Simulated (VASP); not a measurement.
V:

```
CELL_PARAMETERS angstrom
-1.53605 1.53605 1.53605
1.53605 -1.53605 1.53605
1.53605 1.53605 -1.53605
ATOMIC_POSITIONS crystal
V 0.00000 0.00000 0.00000
```

```yaml
Program: VASP 6.6.1
Task: relaxation of cell and atoms
Functional: r2SCAN
Potentials_or_basis: VASP PAW PBE potentials, release 64 (V_sv)
Cutoff: 600 eV
k_mesh: 10 × 10 × 10
Occupations: gaussian, width 0.1 eV
Spin: collinear spin, ferromagnetic start
Starting_moments: "[0.31] μB"
```

At the start: pressure -14.0 GPa; volume 14.50 Å³/atom.

Question: Where does the relaxation end?

Answer: Over 3 steps the energy falls by 53.0 meV/atom and the volume is 13.39 Å³/atom (-7.6 %); space group Im-3m (No. 229, to 0.1 Å) before and after; moment 0.00 μB per cell.

Step by step:
| step | energy change (eV) | largest force (eV/Å) | pressure (GPa) | volume (Å³) |
| --- | --- | --- | --- | --- |
| 1 | 0.0000 | 0.0000 | -14.00 | 14.50 |
| 2 | 0.0508 | 0.0000 | 26.40 | 12.00 |
| 3 | -0.0530 | 0.0000 | -0.48 | 13.39 |

Final structure:
```yaml
crystal:
  lattice:
    - [-1.49607, 1.49607, 1.49607]
    - [1.49607, -1.49607, 1.49607]
    - [1.49607, 1.49607, -1.49607]
  atoms:
    - { symbol: V, position: [0.00000, 0.00000, 0.00000] }
```

Caveat: the PAW data sets were made with another functional, which shifts forces and pressure a little.
